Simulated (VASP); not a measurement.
Write the native input for VASP 6.6.1 that does the following.

```yaml
Task: single point
Functional: BLYP
Dispersion: D3(BJ)
Potentials_or_basis: VASP PAW PBE potentials, release 64 (Mo_sv, S)
Cutoff: 520 eV
k_mesh: 10 × 10 × 5
Occupations: fermi-dirac, width 0.15 eV
Spin: no spin polarisation
Dipole_correction: no
Further_INCAR_settings: ALGO = Normal; EDIFF = 1e-06; NBANDS = 20
```

The structure of MoS2 lies in POSCAR:

```
MoS2
1.0
    3.2388265547      0.0000000000      0.0000000000
   -1.6194132774      2.8049060748      0.0000000000
    0.0000000000      0.0000000000      5.6091594868
Mo S
1 2
Direct
    0.0000000000      0.0000000000      0.5000000000
    0.3333333333      0.6666666667      0.2232981854
    0.6666666667      0.3333333333      0.7767018146
```

The input as run:

INCAR

```
AGGAC = 1.0 ; AGGAX = 1.0
ALDAC = 0.0 ; ALDAX = 1.0
ALGO = Normal ; EDIFF = 1E-6
ENCUT = 520 ; GGA = B5
ISIF = 2 ; ISMEAR = -1
IVDW = 12 ; LASPH = True
LCHARG = False ; LREAL = False
LWAVE = False ; NBANDS = 20
NELM = 100 ; PREC = Accurate
SIGMA = 0.15 ; VDW_A1 = 0.4298
VDW_A2 = 4.2359 ; VDW_S6 = 1.0
VDW_S8 = 2.6996
```

KPOINTS

```
k-points
0
Gamma
  10 10 5
```

Potentials or basis: VASP PAW PBE potentials, release 64 (Mo_sv, S).

Run with:

```console
$ cat potpaw_PBE.64/Mo_sv/POTCAR potpaw_PBE.64/S/POTCAR > POTCAR
$ mpirun -np 1 vasp_std > vasp.out
```

It gave:

```json
{
 "Pressure": "0.0 GPa",
 "Largest force": "0.009 eV/Å",
 "Band gap on the k mesh": "zero (bands 13 and 14 overlap by 1.09 eV)",
 "Dispersion energy per atom": "-0.991 eV"
}
```

Caveat: the PAW data sets were made with another functional, which shifts forces and pressure a little.

Wall time 65 s on 1 thread of Intel Xeon 8259CL (shared host), peak memory 0.2 GiB.
